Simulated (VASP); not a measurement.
Wanted: the native input for a VASP 6.6.1 run.

```yaml
Task: relaxation of the atoms
Functional: PBE
Potentials_or_basis: VASP PAW PBE potentials, release 64 (Al, N)
Cutoff: 520 eV
k_mesh: 2 × 2 × 2, shifted
Occupations: gaussian, width 0.02 eV
Spin: no spin polarisation
Dipole_correction: no
Further_INCAR_settings: LREAL = Auto; ALGO = Normal; EDIFF = 1e-06; IBRION = 2; EDIFFG = -0.03; NSW = 45
```

The structure of AlN lies in POSCAR:

```
AlN
1.0
   -1.5651018309     -8.1325076706      5.0180193525
    1.5651018309      8.1325076706      5.0180193525
   -7.8255091547      2.7108358902     -5.0180193525
Al N
32 32
Direct
    0.8303839942      0.3712371921      0.7081251198
    0.5742039837      0.2505781353      0.3343213683
    0.5715266694      0.4918338110      0.5852499291
    0.8236192012      0.6186205566      0.9550294675
    0.3288929344      0.3764976193      0.2116227048
    0.8324366307      0.8738418656      0.2148159434
    0.3346909103      0.6240523612      0.4522805784
    0.8321680073      0.1264535104      0.4590463359
    0.3277441477      0.8690951002      0.7055263425
    0.0787986015      0.2422580757      0.8287508903
    0.5867138927      0.7538942686      0.8335791267
    0.0872660058      0.5128091656      0.0880585607
    0.5769756825      0.9997127627      0.0824603827
    0.0796734707      0.7471357492      0.3359742080
    0.0793895966      0.9956291158      0.5791235136
    0.3276962492      0.1199643224      0.9613664005
    0.1722448268      0.7500275966      0.9241851964
    0.9330164916      0.6337912705      0.5406837989
    0.9122866049      0.8674478524      0.7826027395
    0.1521092759      0.9933054382      0.1620767616
    0.6599431741      0.7492095145      0.4120308678
    0.1645445474      0.2492070304      0.4180449679
    0.6632775099      1.0004363600      0.6672720291
    0.1641214378      0.4950751822      0.6662461638
    0.6619693344      0.2450293333      0.9092454479
    0.4125857717      0.6299623161      0.0350419891
    0.9137393621      0.1253380244      0.0421510533
    0.4150860437      0.8733263339      0.2900237460
    0.9124645438      0.3699082526      0.2913186366
    0.4114262999      0.1239235513      0.5368231604
    0.4241754216      0.3853756330      0.7988525765
    0.6724025203      0.5021646681      0.1667046728
    0.0151614007      0.5651801679      0.7103229332
    0.7709353550      0.4387355947      0.3369588904
    0.7832352233      0.6960401594      0.5852462476
    0.0281398285      0.8227144501      0.9654194949
    0.5295054126      0.5680865366      0.2147142506
    0.0193660977      0.0636582698      0.2052981987
    0.5190747152      0.8194352689      0.4573742075
    0.0255887206      0.3178888380      0.4551294180
    0.5256574518      0.0652264708      0.7078416157
    0.2769540512      0.4461813630      0.8303451937
    0.7715534670      0.9352507050      0.8288075908
    0.2702818831      0.6845022280      0.0823581856
    0.7776893854      0.1916398317      0.0826573546
    0.2776591265      0.9450456868      0.3327709524
    0.2740894176      0.1978784511      0.5851901369
    0.5339364253      0.3184810997      0.9677805634
    0.8493461820      0.4407847621      0.9104011424
    0.6107437530      0.3133676928      0.5451874434
    0.6092523939      0.5705314803      0.7961039440
    0.8531655899      0.6837115089      0.1594454074
    0.3546112726      0.4278764955      0.4187146101
    0.8489943879      0.9286282372      0.4061534320
    0.3619194994      0.6976200157      0.6704921230
    0.8441909121      0.1905480866      0.6702877059
    0.3642916508      0.9397659074      0.9230825874
    0.1046025539      0.3171783550      0.0451638205
    0.6068185934      0.8169811665      0.0388521318
    0.1022795059      0.5609953976      0.2830957494
    0.6044107099      0.0677046256      0.2901978392
    0.1164542598      0.8145137727      0.5415961237
    0.1075322280      0.0611008668      0.7918400003
    0.3584855861      0.1939842436      0.1763294741
```

The input as run:

INCAR

```
ALGO = Normal
EDIFF = 1E-6
EDIFFG = -0.03
ENCUT = 520
GGA = PE
IBRION = 2
ISIF = 2
ISMEAR = 0
LASPH = T
LCHARG = F
LREAL = Auto
LUSENCCL = F
LWAVE = F
NELM = 100
NSW = 45
PREC = Accurate
SIGMA = 0.02
```

KPOINTS

```
Automatic mesh
0
Gamma
  2 2 2
  0.5 0.5 0.5
```

Potentials or basis: VASP PAW PBE potentials, release 64 (Al, N).

The run is started by

```sh
$ cat potpaw_PBE.64/Al/POTCAR potpaw_PBE.64/N/POTCAR > POTCAR
$ mpirun -np 1 vasp_std > vasp.out
```

Results of the run:

| Quantity | Value |
| --- | --- |
| Energy gained by relaxing | 49.6 meV/atom |
| Ionic steps | 15 |
| Pressure after relaxing | -0.3 GPa |
| Largest force after relaxing | 0.024 eV/Å |
| Band gap on the k mesh | 4.77 eV |

Caveat: a shifted mesh leaves out Γ, where band edges can lie.

Run time: 21 min on 1 × NVIDIA H100 80GB with 1 thread of AMD EPYC 7R13 Processor (Zen 3), with other jobs on the host, peak memory 1.8 GiB.
